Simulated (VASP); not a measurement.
Runs of VASP 6.6.1 on ZnO. The structure is that of space group P6_3mc (No. 186), or close to it. The cells are those of the table. 

```csv
task,cell,gap on the mesh (eV),pressure (GPa),largest force (eV/Å)
electric field gradients,"a = 3.271, b = 3.271, c = 5.238 Å, angles 90.0, 90.0, 120.0°, 4 atoms",0.76,3.1,0.03
electric field gradients,"a = 3.249, b = 3.249, c = 5.360 Å, angles 90.0, 90.0, 120.0°, 4 atoms",0.71,2.0,0.24
electric field gradients,"a = 3.249, b = 3.249, c = 5.204 Å, angles 90.0, 90.0, 120.0°, 4 atoms",0.79,6.0,0.03
single point,"a = 3.249, b = 3.249, c = 5.100 Å, angles 90.0, 90.0, 120.0°, 4 atoms",0.84,9.3,0.20
single point,"a = 3.249, b = 3.249, c = 5.360 Å, angles 90.0, 90.0, 120.0°, 4 atoms",0.71,2.0,0.24
electric field gradients,"a = 3.249, b = 3.249, c = 5.100 Å, angles 90.0, 90.0, 120.0°, 4 atoms",0.84,9.3,0.20
electric field gradients,"a = 3.205, b = 3.205, c = 5.133 Å, angles 90.0, 90.0, 120.0°, 4 atoms",0.85,(b),0.03
electric field gradients,"a = 3.239, b = 3.239, c = 5.186 Å, angles 90.0, 90.0, 120.0°, 4 atoms",0.80,7.6,0.03
single point,"a = 3.205, b = 3.205, c = 5.133 Å, angles 90.0, 90.0, 120.0°, 4 atoms",0.85,(a),0.03
single point,"a = 3.249, b = 3.249, c = 5.204 Å, angles 90.0, 90.0, 120.0°, 4 atoms",0.79,6.0,0.03
single point,"a = 3.249, b = 3.249, c = 5.256 Å, angles 90.0, 90.0, 120.0°, 4 atoms",0.76,4.5,0.12
```

Alike in all rows: level PBE; potentials or basis VASP PAW PBE potentials, release 64 (Zn, O); no spin polarisation; k mesh 11 × 11 × 6; cutoff (eV) 520; smearing fermi-dirac 0.02 eV.

Task: Estimate the missing entries.

Result: (a) 13.0; (b) 12.9.

